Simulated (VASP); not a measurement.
# MgS (Niningerite) (Fm-3m) in VASP: settings compared

Aim: see how the results for MgS (Niningerite) move with the level of theory and the settings. Levels: PBE, r2SCAN. Tasks: single point.

Program: VASP 6.6.1. These are calculated values, not measurements. Logs are shortened: lines on timing, memory, paths and dates and some standing lists are left out, and cuts for length are marked.

### 1 The cell of the first run

The structure is cubic, space group Fm-3m (No. 225). The conventional cell has a = 5.203 Å, b = 5.203 Å, c = 5.203 Å, α = 90.00°, β = 90.00°, γ = 90.00°. Mg (site symmetry m-3m) has 6 S at 2.60 Å within 3.4 Å. Within 3.4 Å of S (site symmetry m-3m) lie 6 Mg at 2.60 Å.

### 2 Single point, PBE

Input file INCAR:

```
SYSTEM = MgS
PREC = Accurate
ENCUT = 520
EDIFF = 1E-7
ISMEAR = 0
SIGMA = 0.01
LREAL = .False.
LASPH = .True.
NELM = 60
ALGO = Normal
ISIF = 2
LWAVE = .False.
LCHARG = .False.
GGA = PE
NBANDS = 11
```

Input file KPOINTS:

```
Automatic mesh
0
Gamma
  8 8 8
  0 0 0
```

Input file POSCAR:

```
MgS
1.0
    0.0000000000      2.6015177410      2.6015177410
    2.6015177410      0.0000000000      2.6015177410
    2.6015177410      2.6015177410      0.0000000000
Mg S
1 1
Direct
    0.0000000000      0.0000000000      0.0000000000
    0.5000000000      0.5000000000      0.5000000000
```

Potentials or basis: VASP PAW PBE potentials, release 64 (Mg, S).

Launch:

```sh
> cat potpaw_PBE.64/Mg/POTCAR potpaw_PBE.64/S/POTCAR > POTCAR
> mpirun -np 1 vasp_std > vasp.out
```

OUTCAR:

```text
SYSTEM = MgS
   PREC = Accurate
   ENCUT = 520
   EDIFF = 1E-7
   ISMEAR = 0
   LREAL = .False.
   LASPH = .True.
   NELM = 60
   ISIF = 2
   GGA = PE

 ion  position               nearest neighbor table
   1  0.000  0.000  0.000-   2 2.60   2 2.60   2 2.60   2 2.60   2 2.60   2 2.60
   2  0.500  0.500  0.500-   1 2.60   1 2.60   1 2.60   1 2.60   1 2.60   1 2.60

  LATTYP: Found a face centered cubic cell.
 ALAT       =     5.2030354820

  Lattice vectors:

 A1 = (   0.0000000000,   2.6015177410,   2.6015177410)
 A2 = (   2.6015177410,   0.0000000000,   2.6015177410)
 A3 = (   2.6015177410,   2.6015177410,   0.0000000000)

Analysis of symmetry for initial positions (statically):
=====================================================================
 Subroutine PRICEL returns:
 Original cell was already a primitive cell.

 Routine SETGRP: Setting up the symmetry group for a
 face centered cubic supercell.

 Subroutine GETGRP returns: Found 48 space group operations
 (whereof 48 operations were pure point group operations)
 out of a pool of 48 trial point group operations.

The static configuration has the point symmetry O_h .

Analysis of symmetry for dynamics (positions and initial velocities):
=====================================================================
 Subroutine PRICEL returns:
 Original cell was already a primitive cell.

 Routine SETGRP: Setting up the symmetry group for a
 face centered cubic supercell.

 Subroutine GETGRP returns: Found 48 space group operations
 (whereof 48 operations were pure point group operations)
 out of a pool of 48 trial point group operations.

The dynamic configuration has the point symmetry O_h .

 Subroutine INISYM returns: Found 48 space group operations
 (whereof 48 operations are pure point group operations),
 and found     1 'primitive' translations

----------------------------------------------------------------------------------------

                                     Primitive cell

  volume of cell :      35.2136

  direct lattice vectors                    reciprocal lattice vectors
     0.000000000  2.601517741  2.601517741    -0.192195499  0.192195499  0.192195499
     2.601517741  0.000000000  2.601517741     0.192195499 -0.192195499  0.192195499
     2.601517741  2.601517741  0.000000000     0.192195499  0.192195499 -0.192195499

  length of vectors
     3.679101672  3.679101672  3.679101672     0.332892369  0.332892369  0.332892369

  position of ions in fractional coordinates (direct lattice)
     0.000000000  0.000000000  0.000000000
     0.500000000  0.500000000  0.500000000

[... 85 lines left out ...]
   TEBEG  =    0.0;   TEEND  =   0.0 temperature during run
   PSTRESS=    0.0 pullay stress
   NELECT =       8.0000    total number of electrons
   NUPDOWN=      -1.0000    fix difference up-down
   EMIN   =  10.00;   EMAX   =-10.00  energy-range for DOS
   EFERMI =   0.00;   METHOD = LEGACY
   ISMEAR =     0;   SIGMA  =   0.01  broadening in eV -4-tet -1-fermi 0-gaus
   EFERMI_NEDOS =   21; number of points for ismear=-14 and -15
   IALGO  =     38    algorithm
   IMIX   =      4    mixing-type and parameters
     AMIX     =   0.40;   BMIX     =  1.00
     AMIX_MAG =   1.60;   BMIX_MAG =  1.00
  volume/ion in A,a.u.               =      17.61       118.82
  Fermi-wavevector in a.u.,A,eV,Ry     =   0.998929  1.887702 13.576703  0.997860
  Thomas-Fermi vector in A             =   2.131185
   LORBIT       =      0    0 simple, 1 ext, 2 COOP (PROOUT), +10 PAW based schemes
   GGA     = PE    functional components
   LHFCALC =     F    Hartree Fock is set to
   AEXX    =    0.0000 exact exchange contribution
   IVDW    =     0    specifies the selected vdW correction
   LEPSILON=     F    determine dielectric tensor
   LRPA    =     F    only Hartree local field effects (RPA)
 non-spin polarized calculation
 Gauss-broadening in eV      SIGMA  =   0.01
  energy-cutoff  :      520.00
  volume of cell :       35.21
 maximum number of plane-waves:       960
   NGX = 13   NGY = 13   NGZ = 13

 number of electron       8.0000000 magnetization

 Free energy of the ion-electron system (eV)
  ---------------------------------------------------
  ext. energy  EPLUGINS =         0.00000000
  ---------------------------------------------------
  free energy    TOTEN  =        -8.50184958 eV

  energy without entropy =       -8.50184958  energy(sigma->0) =       -8.50184958

 E-fermi :   3.8056     XC(G=0):  -9.6888

 val. band max:        3.7264989190   @ k =   0.0000   0.0000   0.0000
 cond. band min:       6.5023657778   @ k =   0.5000   0.5000   0.0000
 fundamental gap:      2.7758668588
 Fermi energy:         3.8056344434

 k-point     1 :       0.0000    0.0000    0.0000
  band No.  band energies     occupation
      1      -8.9412      2.00000
      2       3.7265      2.00000
      3       3.7265      2.00000
      4       3.7265      2.00000
      5       7.4379      0.00000
      6      11.6811      0.00000
      7      11.6811      0.00000
      8      11.6811      0.00000
      9      14.0765      0.00000
     10      14.0765      0.00000
     11      16.2652      0.00000
[... 309 lines left out ...]
 k-point    24 :      -0.3750    0.2500    0.1250
  band No.  band energies     occupation
      1      -7.4397      2.00000
      2      -0.5766      2.00000
      3       1.5918      2.00000
      4       2.5779      2.00000
      5       9.2981      0.00000
      6       9.8369      0.00000
      7      12.1449      0.00000
      8      13.1479      0.00000
      9      15.9936      0.00000
     10      17.0265      0.00000
     11      19.2882      0.00000

 [... further k-points ...]

------------------------ aborting loop because EDIFF is reached ----------------------------------------

  FORCE on cell =-STRESS in cart. coord.  units (eV):
  Direction    XX          YY          ZZ          XY          YZ          ZX
  --------------------------------------------------------------------------------------
  -------------------------------------------------------------------------------------
  Total        0.1923196      0.1923196      0.1923196      0.0000000      0.0000000     -0.0000000
  in kB        8.7503158      8.7503158      8.7503158      0.0000000      0.0000000     -0.0000000
  external PRESSURE =       8.7503158 kB  Pullay stress =       0.0000000 kB

 VOLUME and BASIS-vectors are now :
 -----------------------------------------------------------------------------
  energy-cutoff  :      520.00
  volume of cell :       35.21
      direct lattice vectors                 reciprocal lattice vectors
     0.000000000  2.601517741  2.601517741    -0.192195499  0.192195499  0.192195499
     2.601517741  0.000000000  2.601517741     0.192195499 -0.192195499  0.192195499
     2.601517741  2.601517741  0.000000000     0.192195499  0.192195499 -0.192195499

 POSITION                                       TOTAL-FORCE (eV/Angst)
 -----------------------------------------------------------------------------------
      0.00000      0.00000      0.00000        -0.000000     -0.000000      0.000000
      2.60152      2.60152      2.60152         0.000000      0.000000      0.000000
 -----------------------------------------------------------------------------------
    total drift:                                0.000000      0.000000      0.000000

  FREE ENERGIE OF THE ION-ELECTRON SYSTEM (eV)
  ---------------------------------------------------
  free  energy   TOTEN  =        -8.5018495823 eV

  energy  without entropy=       -8.5018495823  energy(sigma->0) =       -8.50184958
```

OSZICAR:

```text
N       E                     dE             d eps       ncg     rms          rms(c)
DAV:   1     0.208959721019E+02    0.20896E+02   -0.35487E+03   678   0.590E+02
DAV:   2    -0.760610396374E+01   -0.28502E+02   -0.27154E+02   810   0.101E+02
DAV:   3    -0.889984901099E+01   -0.12937E+01   -0.12920E+01   777   0.225E+01
DAV:   4    -0.890726924196E+01   -0.74202E-02   -0.74199E-02   779   0.205E+00
DAV:   5    -0.890733358646E+01   -0.64345E-04   -0.64344E-04   791   0.182E-01    0.441E+00
DAV:   6    -0.854215276958E+01    0.36518E+00   -0.78935E-01   718   0.350E+00    0.346E+00
DAV:   7    -0.850204611627E+01    0.40107E-01   -0.21751E-01   781   0.202E+00    0.227E+00
DAV:   8    -0.850212204322E+01   -0.75927E-04   -0.14569E-02   689   0.734E-01    0.982E-01
DAV:   9    -0.850183785414E+01    0.28419E-03   -0.76006E-04   719   0.159E-01    0.353E-01
DAV:  10    -0.850185366739E+01   -0.15813E-04   -0.24095E-04   739   0.710E-02    0.477E-02
DAV:  11    -0.850184973431E+01    0.39331E-05   -0.22644E-05   752   0.208E-02    0.205E-02
DAV:  12    -0.850184961552E+01    0.11879E-06   -0.79704E-07   785   0.542E-03    0.256E-03
DAV:  13    -0.850184958233E+01    0.33195E-07   -0.14447E-08   436   0.693E-04
   1 F= -.85018496E+01 E0= -.85018496E+01  d E =-.209799E-31
```

Wall time 14 s (1 thread of Intel Xeon Platinum 8175M at 2.50GHz (Skylake/Cascade Lake), shared host); peak memory 0.16 GiB.

What came out:

| Quantity | Value |
| --- | --- |
| Free energy | -8.5018 eV |
| Pressure | 0.9 GPa |
| Band gap on the k mesh | 2.78 eV, indirect (least direct gap 3.71 eV) |

A k mesh can miss the band edges.

### 3 Single point, r2SCAN

POSCAR is that of step 2.

Input file INCAR.step1:

```
PREC = Accurate
ENCUT = 520
ISMEAR = 0
SIGMA = 0.01
LREAL = False
LASPH = True
NELM = 60
NBANDS = 11
GGA = PE
ALGO = Normal
EDIFF = 1E-4
LWAVE = True
LCHARG = False
```

Input file INCAR.step2:

```
PREC = Accurate
ENCUT = 520
EDIFF = 1E-6
ISMEAR = 0
SIGMA = 0.01
LREAL = False
LASPH = True
NELM = 60
ALGO = Normal
ISIF = 2
LWAVE = False
LCHARG = False
METAGGA = R2SCAN
LMIXTAU = True
NBANDS = 11
ISTART = 1
```

Input file KPOINTS:

```
Automatic mesh
0
Gamma
  6 6 6
```

Potentials or basis: VASP PAW PBE potentials, release 64 (Mg, S).

Launch:

```sh
> cat potpaw_PBE.64/Mg/POTCAR potpaw_PBE.64/S/POTCAR > POTCAR
> cp INCAR.step1 INCAR
> mpirun -np 1 vasp_std > vasp.out
> cp INCAR.step2 INCAR
> mpirun -np 1 vasp_std > vasp.out
```

Wall time 48 s (1 thread of Intel Xeon Platinum 8175M at 2.50GHz (Skylake/Cascade Lake), shared host); peak memory 0.16 GiB.

The run converged. Its results:

```
Free energy            : -15.5086 eV
Pressure               : -0.4 GPa
Band gap on the k mesh : 3.43 eV, indirect (least direct gap 4.62 eV)
```

Levels at points of the mesh, in eV from the valence-band top:
```csv
k point,band 1,band 2,band 3,band 4,band 5,band 6,band 7,band 8,band 9
"(0.00, 0.00, 0.00)",-13.18,0.00,0.00,0.00,4.62,8.53,8.53,8.53,10.94
"(0.50, 0.00, 0.00)",-11.85,-4.88,-0.62,-0.62,5.22,7.50,7.50,11.23,13.23
"(0.50, 0.50, 0.00)",-11.47,-4.27,-1.73,-1.73,3.43,4.92,13.14,13.49,14.54
```

Caveat: the PAW data sets were made with another functional, which shifts forces and pressure a little. r2SCAN opens gaps a little over a GGA but as a rule still falls short of measured ones.
